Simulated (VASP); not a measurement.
# MgO in VASP: further runs

Runs on MgO. Level: PBE. Tasks: single point.

Program: VASP 6.6.1. These are calculated values, not measurements. Logs are shortened: lines on timing, memory, paths and dates and some standing lists are left out, and cuts for length are marked.

## (1) The cell of the first run

The structure is cubic, space group Fm-3m (No. 225). The conventional cell has a = 4.254 Å, b = 4.254 Å, c = 4.254 Å, α = 90.00°, β = 90.00°, γ = 90.00°. Within 2.8 Å of Mg (site symmetry m-3m) lie 6 O at 2.13 Å. O (site symmetry m-3m) has 6 Mg at 2.13 Å within 2.8 Å.

## (2) Single point, PBE

File INCAR:

```
PREC = Accurate
ENCUT = 520
EDIFF = 1E-6
ISMEAR = 0
SIGMA = 0.02
LREAL = F
LASPH = T
NELM = 80
ALGO = Normal
ISIF = 2
LWAVE = F
LCHARG = F
GGA = PE
NBANDS = 11
```

File KPOINTS:

```
Automatic mesh
0
Gamma
  10 10 10
```

File POSCAR:

```
MgO
1.0
    0.0000000000      2.1267948325      2.1267948325
    2.1267948325      0.0000000000      2.1267948325
    2.1267948325      2.1267948325      0.0000000000
Mg O
1 1
Direct
    0.0000000000      0.0000000000      0.0000000000
    0.5000000000      0.5000000000      0.5000000000
```

Potentials or basis: VASP PAW PBE potentials, release 64 (Mg, O).

Command:

```sh
cat potpaw_PBE.64/Mg/POTCAR potpaw_PBE.64/O/POTCAR > POTCAR
mpirun -np 1 vasp_std > vasp.out
```

OUTCAR:

```text
PREC = Accurate
   ENCUT = 520
   EDIFF = 1E-6
   ISMEAR = 0
   LREAL = F
   LASPH = T
   NELM = 80
   ISIF = 2
   GGA = PE

 ion  position               nearest neighbor table
   1  0.000  0.000  0.000-   2 2.13   2 2.13   2 2.13   2 2.13   2 2.13   2 2.13
   2  0.500  0.500  0.500-   1 2.13   1 2.13   1 2.13   1 2.13   1 2.13   1 2.13

  LATTYP: Found a face centered cubic cell.
 ALAT       =     4.2535896650

  Lattice vectors:

 A1 = (   0.0000000000,   2.1267948325,   2.1267948325)
 A2 = (   2.1267948325,   0.0000000000,   2.1267948325)
 A3 = (   2.1267948325,   2.1267948325,   0.0000000000)

Analysis of symmetry for initial positions (statically):
=====================================================================
 Subroutine PRICEL returns:
 Original cell was already a primitive cell.

 Routine SETGRP: Setting up the symmetry group for a
 face centered cubic supercell.

 Subroutine GETGRP returns: Found 48 space group operations
 (whereof 48 operations were pure point group operations)
 out of a pool of 48 trial point group operations.

The static configuration has the point symmetry O_h .

Analysis of symmetry for dynamics (positions and initial velocities):
=====================================================================
 Subroutine PRICEL returns:
 Original cell was already a primitive cell.

 Routine SETGRP: Setting up the symmetry group for a
 face centered cubic supercell.

 Subroutine GETGRP returns: Found 48 space group operations
 (whereof 48 operations were pure point group operations)
 out of a pool of 48 trial point group operations.

The dynamic configuration has the point symmetry O_h .

 Subroutine INISYM returns: Found 48 space group operations
 (whereof 48 operations are pure point group operations),
 and found     1 'primitive' translations

----------------------------------------------------------------------------------------

                                     Primitive cell

  volume of cell :      19.2401

  direct lattice vectors                    reciprocal lattice vectors
     0.000000000  2.126794832  2.126794832    -0.235095550  0.235095550  0.235095550
     2.126794832  0.000000000  2.126794832     0.235095550 -0.235095550  0.235095550
     2.126794832  2.126794832  0.000000000     0.235095550  0.235095550 -0.235095550

  length of vectors
     3.007742097  3.007742097  3.007742097     0.407197437  0.407197437  0.407197437

  position of ions in fractional coordinates (direct lattice)
     0.000000000  0.000000000  0.000000000
     0.500000000  0.500000000  0.500000000

  ion indices of the primitive-cell ions
   primitive index   ion index
                 1           1
                 2           2

----------------------------------------------------------------------------------------

 KPOINTS: Automatic mesh

Automatic generation of k-mesh.
 Grid dimensions read from file:
 generate k-points for:   10   10   10

 Generating k-lattice:

  Cartesian coordinates                     Fractional coordinates (reciprocal lattice)
    -0.023509555  0.023509555  0.023509555     0.100000000  0.000000000  0.000000000
     0.023509555 -0.023509555  0.023509555     0.000000000  0.100000000  0.000000000
     0.023509555  0.023509555 -0.023509555     0.000000000  0.000000000  0.100000000

  Length of vectors
     0.040719744  0.040719744  0.040719744

  Shift w.r.t. Gamma in fractional coordinates (k-lattice)
     0.000000000  0.000000000  0.000000000

 Subroutine IBZKPT returns following result:
 ===========================================

 Found     47 irreducible k-points:

 Following reciprocal coordinates:
            Coordinates               Weight
  0.000000  0.000000  0.000000      1.000000
  0.100000  0.000000  0.000000      8.000000
  0.200000  0.000000  0.000000      8.000000
  0.300000  0.000000  0.000000      8.000000
  0.400000  0.000000  0.000000      8.000000
  0.500000  0.000000  0.000000      4.000000
[... 16 lines left out ...]
  0.300000  0.300000  0.000000      6.000000
  0.400000  0.300000  0.000000     24.000000
 [... further k-points ...]
   k-points           NKPTS =     47   k-points in BZ     NKDIM =     47   number of bands    NBANDS=     11
   number of dos      NEDOS =    301   number of ions     NIONS =      2
   total plane-waves  NPLWV =  13824
   dimension x,y,z NGX =    24 NGY =   24 NGZ =   24
   dimension x,y,z NGXF=    48 NGYF=   48 NGZF=   48
   ions per type =               1   1
   NGX,Y,Z   is equivalent  to a cutoff of  13.27, 13.27, 13.27 a.u.
   NGXF,Y,Z  is equivalent  to a cutoff of  26.53, 26.53, 26.53 a.u.
 SYSTEM =  unknown system
   PREC   = accura    normal or accurate (medium, high low for compatibility)
   ISTART =      0    job   : 0-new  1-cont  2-samecut
   ICHARG =      2    charge: 1-file 2-atom 10-const
   ISPIN  =      1    spin polarized calculation?
   LNONCOLLINEAR =      F non collinear calculations
   LSORBIT =      F    spin-orbit coupling
   LASPH  =      T    aspherical Exc in radial PAW
   ENCUT  =  520.0 eV  38.22 Ry    6.18 a.u.   5.59  5.59  5.59*2*pi/ulx,y,z
   NELM   =     80;   NELMIN=  2; NELMDL= -5     # of ELM steps
   EDIFF  = 0.1E-05   stopping-criterion for ELM
   LREAL  =      F    real-space projection
   EDIFFG = 0.1E-04   stopping-criterion for IOM
   NSW    =      0    number of steps for IOM
   IBRION =     -1    ionic relax: 0-MD 1-quasi-New 2-CG
   NFREE  =      0    steps in history (QN), initial steepest desc. (CG)
   ISIF   =      2    stress and relaxation
   ISYM   =      2    0-nonsym 1-usesym 2-fastsym
   POTIM  = 0.5000    time-step for ionic-motion
   TEBEG  =    0.0;   TEEND  =   0.0 temperature during run
   PSTRESS=    0.0 pullay stress
   NELECT =       8.0000    total number of electrons
   NUPDOWN=      -1.0000    fix difference up-down
   EMIN   =  10.00;   EMAX   =-10.00  energy-range for DOS
   EFERMI =   0.00;   METHOD = LEGACY
   ISMEAR =     0;   SIGMA  =   0.02  broadening in eV -4-tet -1-fermi 0-gaus
   EFERMI_NEDOS =   21; number of points for ismear=-14 and -15
   IALGO  =     38    algorithm
   IMIX   =      4    mixing-type and parameters
     AMIX     =   0.40;   BMIX     =  1.00
     AMIX_MAG =   1.60;   BMIX_MAG =  1.00
  volume/ion in A,a.u.               =       9.62        64.92
  Fermi-wavevector in a.u.,A,eV,Ry     =   1.221901  2.309057 20.314059  1.493041
  Thomas-Fermi vector in A             =   2.357067
   LORBIT       =      0    0 simple, 1 ext, 2 COOP (PROOUT), +10 PAW based schemes
   GGA     = PE    functional components
   LHFCALC =     F    Hartree Fock is set to
   AEXX    =    0.0000 exact exchange contribution
   IVDW    =     0    specifies the selected vdW correction
   LEPSILON=     F    determine dielectric tensor
   LRPA    =     F    only Hartree local field effects (RPA)
 non-spin polarized calculation
 Gauss-broadening in eV      SIGMA  =   0.02
  energy-cutoff  :      520.00
  volume of cell :       19.24
 maximum number of plane-waves:       534
 NGX is ok and might be reduce to    24
   NGX = 11   NGY = 11   NGZ = 11

 number of electron       8.0000004 magnetization

 Free energy of the ion-electron system (eV)
  ---------------------------------------------------
  ext. energy  EPLUGINS =         0.00000000
  ---------------------------------------------------
  free energy    TOTEN  =       -11.91169414 eV

  energy without entropy =      -11.91169414  energy(sigma->0) =      -11.91169414

 E-fermi :   3.1563     XC(G=0): -10.9401

 val. band max:        2.9696365286   @ k =   0.0000   0.0000   0.0000
 cond. band min:       7.4148595543   @ k =   0.0000   0.0000   0.0000
 fundamental gap:      4.4452230258
 Fermi energy:         3.1563120229

 k-point     1 :       0.0000    0.0000    0.0000
  band No.  band energies     occupation
      1     -14.1456      2.00000
      2       2.9696      2.00000
      3       2.9696      2.00000
      4       2.9696      2.00000
      5       7.4149      0.00000
      6      18.6022      0.00000
      7      18.6022      0.00000
      8      18.6022      0.00000
      9      22.4421      0.00000
     10      24.1825      0.00000
     11      24.1825      0.00000

 k-point     2 :       0.1000    0.0000    0.0000
  band No.  band energies     occupation
      1     -14.0453      2.00000
      2       2.3231      2.00000
      3       2.9055      2.00000
      4       2.9055      2.00000
      5       8.0470      0.00000
      6      17.3607      0.00000
      7      18.8309      0.00000
      8      18.8309      0.00000
      9      23.4107      0.00000
     10      23.4107      0.00000
     11      24.0417      0.00000

 k-point     3 :       0.2000    0.0000    0.0000
  band No.  band energies     occupation
      1     -13.7697      2.00000
      2       1.0314      2.00000
      3       2.7430      2.00000
      4       2.7430      2.00000
      5       9.2461      0.00000
      6      15.8401      0.00000
      7      19.2768      0.00000
      8      19.2768      0.00000
      9      22.7122      0.00000
     10      22.7122      0.00000
     11      24.7626      0.00000

 k-point     4 :       0.3000    0.0000    0.0000
  band No.  band energies     occupation
      1     -13.3993      2.00000
      2      -0.2481      2.00000
      3       2.5516      2.00000
      4       2.5516      2.00000
      5      10.2097      0.00000
      6      15.0983      0.00000
      7      19.3389      0.00000
      8      19.3389      0.00000
      9      23.1652      0.00000
     10      23.1652      0.00000
     11      24.1426      0.00000
[... 239 lines left out ...]
 k-point    22 :      -0.2000    0.2000    0.0000
  band No.  band energies     occupation
      1     -13.2890      2.00000
      2      -0.0571      2.00000
      3       1.6802      2.00000
      4       2.5503      2.00000
      5      11.1321      0.00000
      6      14.7142      0.00000
      7      17.7478      0.00000
      8      20.4085      0.00000
      9      21.2268      0.00000
     10      23.9873      0.00000
     11      27.2873      0.00000

 k-point    23 :       0.3000    0.3000    0.0000
  band No.  band energies     occupation
      1     -13.2066      2.00000
      2      -0.1043      2.00000
      3       2.0626      2.00000
      4       2.0626      2.00000
      5      11.5152      0.00000
      6      13.3407      0.00000
      7      17.0766      0.00000
      8      20.5498      0.00000
      9      20.5498      0.00000
     10      26.7837      0.00000
     11      29.7515      0.00000

 k-point    24 :       0.4000    0.3000    0.0000
  band No.  band energies     occupation
      1     -12.9737      2.00000
      2      -0.5105      2.00000
      3       1.7089      2.00000
      4       1.9202      2.00000
      5      12.2543      0.00000
      6      13.0537      0.00000
      7      16.2602      0.00000
      8      20.7631      0.00000
      9      20.9647      0.00000
     10      27.4955      0.00000
     11      29.3613      0.00000

 [... further k-points ...]
[... 5 lines left out ...]
  --------------------------------------------------------------------------------------
  -------------------------------------------------------------------------------------
  Total       -0.0872749     -0.0872749     -0.0872749     -0.0000000      0.0000000     -0.0000000
  in kB       -7.2676383     -7.2676383     -7.2676383     -0.0000000      0.0000000     -0.0000000
  external PRESSURE =      -7.2676383 kB  Pullay stress =       0.0000000 kB

 VOLUME and BASIS-vectors are now :
 -----------------------------------------------------------------------------
  energy-cutoff  :      520.00
  volume of cell :       19.24
      direct lattice vectors                 reciprocal lattice vectors
     0.000000000  2.126794832  2.126794832    -0.235095550  0.235095550  0.235095550
     2.126794832  0.000000000  2.126794832     0.235095550 -0.235095550  0.235095550
     2.126794832  2.126794832  0.000000000     0.235095550  0.235095550 -0.235095550

 POSITION                                       TOTAL-FORCE (eV/Angst)
 -----------------------------------------------------------------------------------
      0.00000      0.00000      0.00000        -0.000000     -0.000000     -0.000000
      2.12679      2.12679      2.12679         0.000000      0.000000      0.000000
 -----------------------------------------------------------------------------------
    total drift:                               -0.000000     -0.000000      0.000000

  FREE ENERGIE OF THE ION-ELECTRON SYSTEM (eV)
  ---------------------------------------------------
  free  energy   TOTEN  =       -11.9116941445 eV

  energy  without entropy=      -11.9116941445  energy(sigma->0) =      -11.91169414
```

Run time: 18 s. Hardware: 1 thread of AMD EPYC 7R13, shared host; peak memory 0.11 GiB.

What came out:

```yaml
Free_energy: -11.9117 eV
Pressure: -0.7 GPa
Band_gap_on_the_k_mesh: 4.45 eV
```

(Continued in part 2 of 2.)
